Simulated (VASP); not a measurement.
# SbTe2O3 (P6/mmm) in VASP: further runs

SbTe2O3 is run at these levels: PBE; tasks: single point, relaxation of cell and atoms.

All numbers are computed with VASP 6.6.1; they aren't measurements. Logs are shortened: lines on timing, memory, paths and dates and some standing lists are left out, and cuts for length are marked.

## 1. The cell of the first run

It takes space group P6/mmm (No. 191, hexagonal). Conventional cell: a = 3.541 Å, b = 3.541 Å, c = 10.555 Å, α = 90.00°, β = 90.00°, γ = 120.00°. Sb (site symmetry 6/mmm) has 2 Te at 2.88 Å and 6 Sb at 3.54 Å within 3.8 Å. Within 3.2 Å of Te (site symmetry 6mm) lie 7 O at 2.40 to 3.15 Å and 1 Sb at 2.88 Å. Within 2.7 Å of O (site symmetry -6m2) lie 6 O at 2.04 Å. O (site symmetry 6/mmm) has 6 O at 2.04 Å and 2 Te at 2.40 Å within 2.7 Å.

The cell was built from a structure type or drawn by symmetry, and may not be a known phase.

## 2. Single point, PBE

INCAR

```
PREC = Accurate ; ENCUT = 520
EDIFF = 1E-6 ; ISMEAR = 0
SIGMA = 0.1 ; LREAL = F
LASPH = T ; NELM = 80
ALGO = Normal ; ISIF = 2
LWAVE = F ; LCHARG = F
GGA = PE ; NBANDS = 26
```

KPOINTS

```
Automatic mesh
0
Gamma
  6 6 4
```

POSCAR

```
SbTe2O3
1.0
    3.5411702450      0.0000000023      0.0000000000
   -1.7705851245      3.0667433902      0.0000000000
    0.0000000000      0.0000000000     10.5548059845
Sb Te O
1 2 3
Direct
    0.0000000000      0.0000000000      0.5000000000
    0.0000000000      0.0000000000      0.7728293037
    0.0000000000      0.0000000000      0.2271706963
    0.3333333333      0.6666666667      0.0000000000
    0.6666666667      0.3333333333      0.0000000000
    0.0000000000      0.0000000000      0.0000000000
```

Potentials or basis: VASP PAW PBE potentials, release 64 (Sb, Te, O).

Run with:

```sh
cat potpaw_PBE.64/Sb/POTCAR potpaw_PBE.64/Te/POTCAR potpaw_PBE.64/O/POTCAR > POTCAR
mpirun -np 1 vasp_std > vasp.out
```

OUTCAR:

```text
PREC = Accurate
   ENCUT = 520
   EDIFF = 1E-6
   ISMEAR = 0
   LREAL = F
   LASPH = T
   NELM = 80
   ISIF = 2
   GGA = PE

 ion  position               nearest neighbor table
   1  0.000  0.000  0.500-   2 2.88   3 2.88
   2  0.000  0.000  0.773-   6 2.40   1 2.88
   3  0.000  0.000  0.227-   6 2.40   1 2.88
   4  0.333  0.667  0.000-
   5  0.667  0.333  0.000-
   6  0.000  0.000  0.000-   2 2.40   3 2.40

  LATTYP: Found a hexagonal cell.
 ALAT       =     3.5411702450
 C/A-ratio  =     2.9805982922

  Lattice vectors:

 A1 = (   3.5411702450,   0.0000000023,   0.0000000000)
 A2 = (  -1.7705851245,   3.0667433902,   0.0000000000)
 A3 = (   0.0000000000,   0.0000000000,  10.5548059845)

Analysis of symmetry for initial positions (statically):
=====================================================================
 Subroutine PRICEL returns:
 Original cell was already a primitive cell.

 Routine SETGRP: Setting up the symmetry group for a
 hexagonal supercell.

 Subroutine GETGRP returns: Found 24 space group operations
 (whereof 24 operations were pure point group operations)
 out of a pool of 24 trial point group operations.

The static configuration has the point symmetry D_6h.

Analysis of symmetry for dynamics (positions and initial velocities):
=====================================================================
 Subroutine PRICEL returns:
 Original cell was already a primitive cell.

 Routine SETGRP: Setting up the symmetry group for a
 hexagonal supercell.

 Subroutine GETGRP returns: Found 24 space group operations
 (whereof 24 operations were pure point group operations)
 out of a pool of 24 trial point group operations.

The dynamic configuration has the point symmetry D_6h.

 Subroutine INISYM returns: Found 24 space group operations
 (whereof 24 operations are pure point group operations),
 and found     1 'primitive' translations

----------------------------------------------------------------------------------------

                                     Primitive cell

  volume of cell :     114.6237

  direct lattice vectors                    reciprocal lattice vectors
     3.541170245  0.000000002  0.000000000     0.282392523  0.163039399  0.000000000
    -1.770585124  3.066743390  0.000000000    -0.000000000  0.326078798  0.000000000
     0.000000000  0.000000000 10.554805984     0.000000000  0.000000000  0.094743570

  length of vectors
     3.541170245  3.541170245 10.554805984     0.326078798  0.326078798  0.094743570

  position of ions in fractional coordinates (direct lattice)
     0.000000000  0.000000000  0.500000000
     0.000000000  0.000000000  0.772829304
     0.000000000  0.000000000  0.227170696
     0.333333333  0.666666667  0.000000000
     0.666666667  0.333333333  0.000000000
     0.000000000  0.000000000  0.000000000

  ion indices of the primitive-cell ions
   primitive index   ion index
                 1           1
                 2           2
                 3           3
                 4           4
                 5           5
                 6           6

----------------------------------------------------------------------------------------

 KPOINTS: Automatic mesh

Automatic generation of k-mesh.
 Grid dimensions read from file:
 generate k-points for:    6    6    4

 Generating k-lattice:

  Cartesian coordinates                     Fractional coordinates (reciprocal lattice)
     0.047065420  0.027173233  0.000000000     0.166666667  0.000000000  0.000000000
    -0.000000000  0.054346466  0.000000000     0.000000000  0.166666667  0.000000000
     0.000000000  0.000000000  0.023685893     0.000000000  0.000000000  0.250000000

  Length of vectors
     0.054346466  0.054346466  0.023685893

  Shift w.r.t. Gamma in fractional coordinates (k-lattice)
     0.000000000  0.000000000  0.000000000

 Subroutine IBZKPT returns following result:
 ===========================================

 Found     21 irreducible k-points:

 Following reciprocal coordinates:
            Coordinates               Weight
  0.000000  0.000000  0.000000      1.000000
  0.166667  0.000000  0.000000      6.000000
  0.333333 -0.000000  0.000000      6.000000
  0.500000 -0.000000  0.000000      3.000000
  0.166667  0.166667  0.000000      6.000000
  0.333333  0.166667  0.000000     12.000000
[... 13 lines left out ...]
  0.333333  0.166667  0.500000     12.000000
  0.333333  0.333333  0.500000      2.000000
   k-points           NKPTS =     21   k-points in BZ     NKDIM =     21   number of bands    NBANDS=     26
   number of dos      NEDOS =    301   number of ions     NIONS =      6
   total plane-waves  NPLWV =  62720
   dimension x,y,z NGX =    28 NGY =   28 NGZ =   80
   dimension x,y,z NGXF=    56 NGYF=   56 NGZF=  160
   ions per type =               1   2   3
   NGX,Y,Z   is equivalent  to a cutoff of  13.15, 13.15, 12.60 a.u.
   NGXF,Y,Z  is equivalent  to a cutoff of  26.29, 26.29, 25.20 a.u.
 SYSTEM =  unknown system
   PREC   = accura    normal or accurate (medium, high low for compatibility)
   ISTART =      0    job   : 0-new  1-cont  2-samecut
   ICHARG =      2    charge: 1-file 2-atom 10-const
   ISPIN  =      1    spin polarized calculation?
   LNONCOLLINEAR =      F non collinear calculations
   LSORBIT =      F    spin-orbit coupling
   LASPH  =      T    aspherical Exc in radial PAW
   ENCUT  =  520.0 eV  38.22 Ry    6.18 a.u.   6.58  6.58 19.62*2*pi/ulx,y,z
   NELM   =     80;   NELMIN=  2; NELMDL= -5     # of ELM steps
   EDIFF  = 0.1E-05   stopping-criterion for ELM
   LREAL  =      F    real-space projection
   EDIFFG = 0.1E-04   stopping-criterion for IOM
   NSW    =      0    number of steps for IOM
   IBRION =     -1    ionic relax: 0-MD 1-quasi-New 2-CG
   NFREE  =      0    steps in history (QN), initial steepest desc. (CG)
   ISIF   =      2    stress and relaxation
   ISYM   =      2    0-nonsym 1-usesym 2-fastsym
   POTIM  = 0.5000    time-step for ionic-motion
   TEBEG  =    0.0;   TEEND  =   0.0 temperature during run
   PSTRESS=    0.0 pullay stress
   NELECT =      35.0000    total number of electrons
   NUPDOWN=      -1.0000    fix difference up-down
   EMIN   =  10.00;   EMAX   =-10.00  energy-range for DOS
   EFERMI =   0.00;   METHOD = LEGACY
   ISMEAR =     0;   SIGMA  =   0.10  broadening in eV -4-tet -1-fermi 0-gaus
   EFERMI_NEDOS =   21; number of points for ismear=-14 and -15
   IALGO  =     38    algorithm
   IMIX   =      4    mixing-type and parameters
     AMIX     =   0.40;   BMIX     =  1.00
     AMIX_MAG =   1.60;   BMIX_MAG =  1.00
  volume/ion in A,a.u.               =      19.10       128.92
  Fermi-wavevector in a.u.,A,eV,Ry     =   1.102400  2.083235 16.534977  1.215287
  Thomas-Fermi vector in A             =   2.238843
   LORBIT       =      0    0 simple, 1 ext, 2 COOP (PROOUT), +10 PAW based schemes
   GGA     = PE    functional components
   LHFCALC =     F    Hartree Fock is set to
   AEXX    =    0.0000 exact exchange contribution
   IVDW    =     0    specifies the selected vdW correction
   LEPSILON=     F    determine dielectric tensor
   LRPA    =     F    only Hartree local field effects (RPA)
 non-spin polarized calculation
 Gauss-broadening in eV      SIGMA  =   0.10
  energy-cutoff  :      520.00
  volume of cell :      114.62
 maximum number of plane-waves:      3135
 NGX is ok and might be reduce to    28
   NGX = 13   NGY = 13   NGZ = 39

 number of electron      34.9999998 magnetization

 Free energy of the ion-electron system (eV)
  ---------------------------------------------------
  ext. energy  EPLUGINS =         0.00000000
  ---------------------------------------------------
  free energy    TOTEN  =       -19.00536942 eV

  energy without entropy =      -18.98511982  energy(sigma->0) =      -18.99524462

 E-fermi :   6.0839     XC(G=0): -10.1344

 val. band max:        6.0646090930   @ k =   0.1667   0.0000   0.2500
 cond. band min:       6.1568811744   @ k =   0.1667   0.1667   0.5000
 fundamental gap:      0.0922720814
 Fermi energy:         6.0839236661

 k-point     1 :       0.0000    0.0000    0.0000
  band No.  band energies     occupation
      1     -15.3621      2.00000
      2      -9.7006      2.00000
      3      -9.0123      2.00000
      4      -6.5374      2.00000
      5      -6.5311      2.00000
      6      -3.7819      2.00000
[... 18 lines left out ...]
     25      12.6295      0.00000
     26      13.4558      0.00000

 k-point     2 :       0.1667    0.0000    0.0000
  band No.  band energies     occupation
      1     -15.0678      2.00000
      2     -10.0769      2.00000
      3      -9.3703      2.00000
      4      -6.2154      2.00000
      5      -6.2119      2.00000
      6      -3.4198      2.00000
[... 18 lines left out ...]
     25      12.7187      0.00000
     26      13.4148      0.00000

 k-point     3 :       0.3333   -0.0000    0.0000
  band No.  band energies     occupation
      1     -14.2201      2.00000
      2     -11.2335      2.00000
      3      -9.9237      2.00000
      4      -5.4211      2.00000
      5      -5.3847      2.00000
      6      -2.4559      2.00000
[... 18 lines left out ...]
     25      11.3617      0.00000
     26      11.7226      0.00000

 k-point     4 :       0.5000   -0.0000    0.0000
  band No.  band energies     occupation
      1     -13.2091      2.00000
      2     -12.4587      2.00000
      3     -10.1199      2.00000
      4      -4.8755      2.00000
      5      -4.8073      2.00000
      6      -1.7007      2.00000
[... 18 lines left out ...]
     25      10.9111      0.00000
     26      11.5598      0.00000

 k-point     5 :       0.1667    0.1667    0.0000
  band No.  band energies     occupation
      1     -14.4955      2.00000
      2     -10.6800      2.00000
      3     -10.0309      2.00000
      4      -5.6517      2.00000
      5      -5.6264      2.00000
      6      -2.7479      2.00000
[... 18 lines left out ...]
     25      12.4492      0.00000
     26      13.6879      0.00000

 k-point     6 :       0.3333    0.1667    0.0000
  band No.  band energies     occupation
      1     -13.4548      2.00000
      2     -11.8267      2.00000
      3     -10.6267      2.00000
      4      -4.9054      2.00000
      5      -4.8410      2.00000
      6      -1.7656      2.00000
[... 340 lines left out ...]
 k-point    18 :       0.5000   -0.0000    0.5000
  band No.  band energies     occupation
      1     -13.2091      2.00000
      2     -12.4587      2.00000
      3     -10.1199      2.00000
      4      -5.1230      2.00000
      5      -4.4411      2.00000
      6      -2.1211      2.00000
[... 18 lines left out ...]
     25      10.6371      0.00000
     26      11.0190      0.00000

 k-point    19 :       0.1667    0.1667    0.5000
  band No.  band energies     occupation
      1     -14.4956      2.00000
      2     -10.6800      2.00000
      3     -10.0309      2.00000
      4      -5.9313      2.00000
      5      -5.2119      2.00000
      6      -3.1384      2.00000
[... 18 lines left out ...]
     25      12.2949      0.00000
     26      13.7237      0.00000

 k-point    20 :       0.3333    0.1667    0.5000
  band No.  band energies     occupation
      1     -13.4548      2.00000
      2     -11.8267      2.00000
      3     -10.6267      2.00000
      4      -5.1558      2.00000
      5      -4.4705      2.00000
      6      -2.1809      2.00000
[... 18 lines left out ...]
     25      10.8436      0.00000
     26      13.1476      0.00000

 k-point    21 :       0.3333    0.3333    0.5000
  band No.  band energies     occupation
      1     -12.7558      2.00000
      2     -11.7362      2.00000
      3     -11.7362      2.00000
      4      -4.8523      2.00000
      5      -4.1825      2.00000
      6      -1.7802      2.00000
[... 18 lines left out ...]
     25      11.3353      0.00000
     26      11.3353      0.00000

------------------------ aborting loop because EDIFF is reached ----------------------------------------

  FORCE on cell =-STRESS in cart. coord.  units (eV):
  Direction    XX          YY          ZZ          XY          YZ          ZX
  --------------------------------------------------------------------------------------
  -------------------------------------------------------------------------------------
  Total       -0.0906412     -0.0906412      0.0352639      0.0000000      0.0000000      0.0000000
  in kB       -1.2669572     -1.2669572      0.4929084      0.0000000      0.0000000      0.0000000
  external PRESSURE =      -0.6803354 kB  Pullay stress =       0.0000000 kB

 VOLUME and BASIS-vectors are now :
 -----------------------------------------------------------------------------
  energy-cutoff  :      520.00
  volume of cell :      114.62
      direct lattice vectors                 reciprocal lattice vectors
     3.541170245  0.000000002  0.000000000     0.282392523  0.163039399  0.000000000
    -1.770585124  3.066743390  0.000000000    -0.000000000  0.326078798  0.000000000
     0.000000000  0.000000000 10.554805984     0.000000000  0.000000000  0.094743570

 POSITION                                       TOTAL-FORCE (eV/Angst)
 -----------------------------------------------------------------------------------
      0.00000      0.00000      5.27740         0.000000     -0.000000      0.000000
      0.00000      0.00000      8.15706         0.000000      0.000000      0.022107
      0.00000      0.00000      2.39774        -0.000000      0.000000     -0.022107
     -0.00000      2.04450      0.00000        -0.000000     -0.000000      0.000000
      1.77059      1.02225      0.00000         0.000000      0.000000      0.000000
      0.00000      0.00000      0.00000         0.000000     -0.000000      0.000000
 -----------------------------------------------------------------------------------
    total drift:                                0.000000     -0.000000     -0.000000

  FREE ENERGIE OF THE ION-ELECTRON SYSTEM (eV)
  ---------------------------------------------------
  free  energy   TOTEN  =       -19.0053694155 eV

  energy  without entropy=      -18.9851198191  energy(sigma->0) =      -18.99524462
```

It took 4.1 min on 1 thread of Intel Xeon 8259CL, shared host; peak memory 0.26 GiB.

Results:

- Free energy: -19.0054 eV
- Pressure: -0.1 GPa
- Largest force: 0.022 eV/Å
- Band gap on the k mesh: zero (an odd number of electrons rules out a gap without spin polarisation)

Forces on the atoms (eV/Å):
```
Sb   0.000  0.000  0.000
Te   0.000  0.000  0.022
Te   0.000  0.000 -0.022
O    0.000  0.000  0.000
O    0.000  0.000  0.000
O    0.000  0.000  0.000
```

Caveat: spin-orbit coupling is left out, which moves the levels of the heavy elements; an odd number of electrons without spin polarisation forces a metal; a magnetic or distorted state may lie lower.

## 3. Single point, PBE

This run uses another cell than the first one, of 21.26 Å³/atom.

INCAR

```
SYSTEM = SbTe2O3
ALGO = Normal
EDIFF = 1E-7
ENCUT = 520
GGA = PE
ISIF = 2
ISMEAR = 0
LASPH = .TRUE.
LCHARG = .TRUE.
LELF = .TRUE.
LREAL = .FALSE.
LVHAR = .TRUE.
LWAVE = .FALSE.
NBANDS = 26
NELM = 60
PREC = Accurate
SIGMA = 0.1
```

KPOINTS

```
k-points
0
G
  6 6 4
  0 0 0
```

POSCAR

```
SbTe2O3
1.0
    4.4683338900      0.0000000000      0.0000000000
   -2.2341669500      3.8696906600      0.0000000000
    0.0000000000      0.0000000000      7.3775660100
Sb Te O
1 2 3
Direct
    0.0000000000      0.0000000000      0.5000000000
    0.0000000000      0.0000000000      0.7923748900
    0.0000000000      0.0000000000      0.2076251100
    0.3333333300      0.6666666700      0.0000000000
    0.6666666700      0.3333333300      0.0000000000
    0.0000000000      0.0000000000      0.0000000000
```

Potentials or basis: VASP PAW PBE potentials, release 64 (Sb, Te, O).

Run with:

```sh
cat potpaw_PBE.64/Sb/POTCAR potpaw_PBE.64/Te/POTCAR potpaw_PBE.64/O/POTCAR > POTCAR
mpirun -np 1 vasp_std > vasp.out
```

Wall time 3.9 min (1 thread of Intel Xeon 8259CL, shared host); peak memory 0.29 GiB.

The run converged. Its results:

- Free energy: -4.9237 eV
- Pressure: 58.4 GPa
- Largest force: 10.253 eV/Å
- Band gap on the k mesh: zero (an odd number of electrons rules out a gap without spin polarisation)

Forces in eV/Å, atoms in the order of the input:
```
Sb    0.000   0.000   0.000
Te    0.000   0.000 -10.253
Te    0.000   0.000  10.253
O     0.000   0.000   0.000
O     0.000   0.000   0.000
O     0.000   0.000   0.000
```

Stress tensor (GPa, compression positive):
```
 -2.26   0.00   0.00
  0.00  -2.26   0.00
  0.00   0.00 179.57
```

Levels at points of the mesh, in eV from the Fermi level:
```
           k point  band 13  band 14  band 15  band 16  band 17  band 18  band 19  band 20  band 21  band 22
(0.00, 0.00, 0.00)    -1.86    -1.86    -1.06    -1.06    -0.54     0.11     0.11     3.08     4.00     4.00
(0.50, 0.00, 0.00)    -1.77    -1.48    -1.44    -1.12    -0.43     0.05     0.28     2.32     3.67     3.92
(0.00, 0.00, 0.50)    -2.33    -0.82    -0.54    -0.09    -0.09     0.98     0.98     1.05     2.61     2.61
(0.50, 0.00, 0.50)    -1.88    -1.51    -1.08    -0.88    -0.19     0.05     0.51     1.96     2.14     2.15
```

Caveat: the cell stands under pressure; spin-orbit coupling is left out, which moves the levels of the heavy elements; an odd number of electrons without spin polarisation forces a metal; a magnetic or distorted state may lie lower.

(Continued in part 2 of 2.)
